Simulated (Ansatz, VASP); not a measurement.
One calculation of HfO2, two programs

Contents of INCAR:

```
ALGO = Normal
EDIFF = 1E-7
ENCUT = 520
GGA = RE
ISIF = 2
ISMEAR = -1
LASPH = T
LCHARG = F
LREAL = F
LWAVE = F
NBANDS = 56
NELM = 80
PREC = Accurate
SIGMA = 0.05
```

File KPOINTS:

```
k-points
0
Gamma
  4 4 5
```

File POSCAR:

```
HfO2
1.0
    5.0803194000      0.0000000000      0.0000000000
    0.0000000000      5.1648674500      0.0000000000
    0.0000000000      0.0000000000      4.8908836500
Hf O
4 8
Direct
    0.2225908200      0.7817995800      0.2720679400
    0.7225908200      0.7182004200      0.7279320600
    0.7774091800      0.2182004200      0.2720679400
    0.2774091800      0.2817995800      0.7279320600
    0.1868153200      0.1636487800      0.1045346200
    0.6868153200      0.3363512200      0.8954653800
    0.8131846800      0.8363512200      0.1045346200
    0.3131846800      0.6636487800      0.8954653800
    0.0000000000      0.5000000000      0.4890544500
    0.5000000000      0.0000000000      0.5109455500
    0.0000000000      0.0000000000      0.5756249900
    0.5000000000      0.5000000000      0.4243750100
```

Contents of input.yaml:

```yaml
crystal:
  lattice:
    - [5.0803194, 0.0, 0.0]
    - [0.0, 5.16486745, 0.0]
    - [0.0, 0.0, 4.89088365]
  atoms:
    - { symbol: Hf, position: [0.22259082, 0.78179958, 0.27206794] }
    - { symbol: Hf, position: [0.72259082, 0.71820042, 0.72793206] }
    - { symbol: Hf, position: [0.77740918, 0.21820042, 0.27206794] }
    - { symbol: Hf, position: [0.27740918, 0.28179958, 0.72793206] }
    - { symbol: O, position: [0.18681532, 0.16364878, 0.10453462] }
    - { symbol: O, position: [0.68681532, 0.33635122, 0.89546538] }
    - { symbol: O, position: [0.81318468, 0.83635122, 0.10453462] }
    - { symbol: O, position: [0.31318468, 0.66364878, 0.89546538] }
    - { symbol: O, position: [0.0, 0.5, 0.48905445] }
    - { symbol: O, position: [0.5, 0.0, 0.51094555] }
    - { symbol: O, position: [0.0, 0.0, 0.57562499] }
    - { symbol: O, position: [0.5, 0.5, 0.42437501] }
hamiltonian:
  xc: revpbe
  pseudopotentials: { kind: paw }
kpoints:
  mp_grid: { grid: [4, 4, 5] }
  band_path:
    path:
      - [[0.0, 0.0, 0.0], [0.0, 0.0, 0.5], [0.5, 0.0, 0.5], [0.5, 0.0, 0.0], [0.0, 0.0, 0.0], [0.0, 0.5, 0.0], [0.0, 0.5, 0.5], [0.5, 0.5, 0.5], [0.5, 0.5, 0.0], [0.0, 0.5, 0.0]]
      - [[0.5, 0.0, 0.0], [0.5, 0.5, 0.0]]
      - [[0.0, 0.5, 0.5], [0.0, 0.0, 0.5]]
      - [[0.5, 0.0, 0.5], [0.5, 0.5, 0.5]]
    npoints: 10
scf:
  occupations: { method: fermi_dirac, width: 0.05 }
  n_extra_bands: 30
output:
  forces: true
  stress: true
  eigenvalues: true
  fatbands: false
```

Alike in both runs: functional revPBE; k mesh 4 × 4 × 5; occupations fermi-dirac, width 0.05 eV; no spin polarisation.

|  | VASP | Ansatz |
| --- | --- | --- |
| version | VASP 6.6.1 | Ansatz 0.2.0 |
| potentials or method | VASP PAW PBE potentials, release 64 (Hf_pv, O) | Ansatz PAW |
| plane-wave cutoff (eV) | 520 | 420 |
| valence electrons in the cell | 88 | 152 |
| task | single point | band structure |

Ansatz gave:

```
gap on the k mesh at the Fermi level (eV)                     : 3.99
least direct gap on the mesh (eV)                             : 3.99
pressure (GPa)                                                : 13.8
traceless stress, the component that is largest in VASP (GPa) : -0.65
rms of the force components (eV/Å)                            : 0.096
```

**Question.** Which values does VASP return?

**Answer.** gap on the k mesh at the Fermi level (eV): 3.96; least direct gap on the mesh (eV): 3.96; pressure (GPa): 10.3; traceless stress, the component that is largest in VASP (GPa): -0.46; rms of the force components (eV/Å): 0.057.

VASP's potentials were made for PBE, not for revPBE. Atom by atom the forces differ by 0.043 eV/Å (rms over components). VASP's potentials hold 88 valence electrons a cell and Ansatz's 152, so a difference there can come from the potentials and not from the codes.

Neither program's run includes spin-orbit coupling. Noted on Ansatz's run: the k mesh misses the band edges, so the gap on the mesh is wider than the one along the path.
